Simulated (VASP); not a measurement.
Write the native input for VASP 6.6.1 that does the following.

- Task: single point
- Functional: PBE-based global hybrid with 10 % exact exchange
- Potentials or basis: VASP PAW PBE potentials, release 64 (As, B)
- Cutoff: 520 eV
- k mesh: 6 × 6 × 6
- Occupations: fermi-dirac, width 0.05 eV
- Spin: no spin polarisation
- Dipole correction: no
- Grid for exact exchange (PRECFOCK): Normal
- Share of exact exchange: 0.1
- Further INCAR settings: ALGO = Normal; EDIFF = 1e-07; NBANDS = 11

Crystal: BAs.

```
As B
1.0
     0.00000    2.38850    2.38850
     2.38850    0.00000    2.38850
     2.38850    2.38850    0.00000
As B
1 1
Direct
  0.75000 0.75000 0.75000
  0.00000 0.00000 0.00000
```

These files were run (other wordings do the same):

POSCAR

```
BAs
1.0
    0.0000000000      2.3885000000      2.3885000000
    2.3885000000      0.0000000000      2.3885000000
    2.3885000000      2.3885000000      0.0000000000
As B
1 1
Direct
    0.7500000000      0.7500000000      0.7500000000
    0.0000000000      0.0000000000      0.0000000000
```

INCAR.step1

```
SYSTEM = BAs
  PREC = Accurate
  ENCUT = 520
  EDIFF = 1E-5
  ISMEAR = -1
  SIGMA = 0.05
  LREAL = .False.
  LASPH = .True.
  NELM = 80
  ALGO = Normal
  ISIF = 2
  LWAVE = .True.
  LCHARG = .False.
  NBANDS = 11
  GGA = PE
```

INCAR.step2

```
SYSTEM = BAs
  PREC = Accurate
  ENCUT = 520
  EDIFF = 1E-7
  ISMEAR = -1
  SIGMA = 0.05
  LREAL = .False.
  LASPH = .True.
  NELM = 80
  ALGO = Normal
  ISIF = 2
  LWAVE = .False.
  LCHARG = .False.
  GGA = PE
  LHFCALC = .True.
  AEXX = 0.1
  PRECFOCK = Normal
  NBANDS = 11
  ISTART = 1
```

KPOINTS

```
Automatic mesh
0
Gamma
  6 6 6
  0 0 0
```

Potentials or basis: VASP PAW PBE potentials, release 64 (As, B).

The run is started by

```console
$ cat potpaw_PBE.64/As/POTCAR potpaw_PBE.64/B/POTCAR > POTCAR
$ cp INCAR.step1 INCAR
$ mpirun -np 1 vasp_std > vasp.out
$ cp INCAR.step2 INCAR
$ mpirun -np 1 vasp_std > vasp.out
```

It gave:

| Quantity | Value |
| --- | --- |
| Pressure | 1.8 GPa |
| Band gap on the k mesh | 1.81 eV (least direct gap 3.88 eV) |

Caveat: the PAW data sets were made with another functional, which shifts forces and pressure a little.

Wall time 19 min on 1 thread of Intel(R) Xeon(R) Platinum 8259CL CPU @ 2.50GHz (Skylake/Cascade Lake), on a shared host, peak memory 0.17 GiB.
